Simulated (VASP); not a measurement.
Mn: single point with PBE

Mn:

```
Mn
1.0
     2.55364    0.00000    0.00000
    -1.27682    2.21152    0.00000
     0.00000    0.00000    3.80849
Mn
2
Direct
  0.66667 0.33333 0.75000
  0.33333 0.66667 0.25000
```

This isn't the form of Mn at room conditions, which is a 58-atom cubic cell.

This cell differs from its parent crystal: ratio of the length along z to the lengths across it x 0.92, volume and fractional coordinates fixed.

| Item | Value |
| --- | --- |
| Program | VASP 6.6.1 |
| Task | single point |
| Functional | PBE |
| Potentials or basis | VASP PAW PBE potentials, release 64 (Mn_pv) |
| Cutoff | 520 eV |
| k mesh | 24 × 24 × 14 |
| Occupations | gaussian, width 0.15 eV |
| Spin | no spin polarisation |

The pressure is 0.3 GPa and the band gap on the k mesh is zero (bands 13 and 14 overlap by 2.25 eV).

Stress tensor (GPa, compression positive):
```
-7.37  0.00  0.00
 0.00 -7.37  0.00
 0.00  0.00 15.76
```

Levels at points of the mesh, in eV from the Fermi level:
| k point | band 9 | band 10 | band 11 | band 12 | band 13 | band 14 | band 15 | band 16 | band 17 | band 18 |
| --- | --- | --- | --- | --- | --- | --- | --- | --- | --- | --- |
| (0.00, 0.00, 0.00) | -1.03 | -1.03 | -0.42 | -0.42 | -0.36 | -0.33 | -0.33 | 1.66 | 1.66 | 1.83 |
| (0.50, 0.00, 0.00) | -3.53 | -1.67 | -1.54 | -0.55 | -0.04 | 1.50 | 1.83 | 2.21 | 3.45 | 5.45 |
| (0.00, 0.00, 0.50) | -1.26 | -1.26 | -1.26 | -1.26 | -1.10 | -1.10 | 1.27 | 1.27 | 1.27 | 1.27 |
| (0.50, 0.00, 0.50) | -2.39 | -2.39 | 0.00 | 0.00 | 0.81 | 0.81 | 1.72 | 1.72 | 3.14 | 3.14 |

Wall time 6.5 min on 1 thread of AMD EPYC 7R13, with other jobs on the host, peak memory 0.24 GiB.

Caveat: the stress differs along the axes, from -7 to 16 GPa; the run has no spin polarisation, though such a crystal can be magnetic. Spin polarisation is off, so any magnetic state and its effect on volume and gap are missing.
